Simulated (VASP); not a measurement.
**Ti: single point with r2SCAN**

The system is Ti.

```
Ti
1.0
     4.56802    0.00000    0.00000
    -2.28401    3.95602    0.00000
     0.00000    0.00000    2.76807
Ti
3
Direct
  0.00000 0.00000 0.00000
  0.33333 0.66667 0.50000
  0.66667 0.33333 0.50000
```

This cell differs from its parent crystal: strain along c alone, the other axes held: -2.0 %.

```
Program             : VASP 6.6.1
Task                : single point
Functional          : r2SCAN
Potentials or basis : VASP PAW PBE potentials, release 64 (Ti_sv)
Cutoff              : 520 eV
k mesh              : 12 × 12 × 18
Occupations         : gaussian, width 0.1 eV
Spin                : no spin polarisation
```

```yaml
Pressure: 3.1 GPa
Band_gap_on_the_k_mesh: zero (band 18 reaches 8.85 eV, above the bottom of band 19 at 8.63 eV)
```

Stress tensor (GPa, compression positive):
```
1.58 0.00 0.00
0.00 1.58 0.00
0.00 0.00 6.15
```

Levels at points of the mesh, in eV from the Fermi level:
```
           k point  band 15  band 16  band 17  band 18  band 19  band 20  band 21  band 22
(0.00, 0.00, 0.00)    -0.82    -0.82    -0.79    -0.79    -0.07     0.73     1.46     1.46
(0.50, 0.00, 0.00)    -2.81    -0.42    -0.40    -0.39     0.05     0.56     0.92     1.36
(0.00, 0.00, 0.50)    -2.26    -1.84    -1.81    -1.81     1.09     1.09     1.48     1.48
(0.50, 0.00, 0.50)    -1.89    -1.31    -0.81    -0.64     0.45     0.99     1.05     1.23
```

Wall time 6.6 min on 1 thread of Intel(R) Xeon(R) 6975P-C (Granite Rapids) (shared host), peak memory 0.31 GiB.

Caveat: the cell differs from its parent crystal (strain along c alone, the other axes held: -2.0 %); the PAW data sets were made with another functional, which shifts forces and pressure a little.
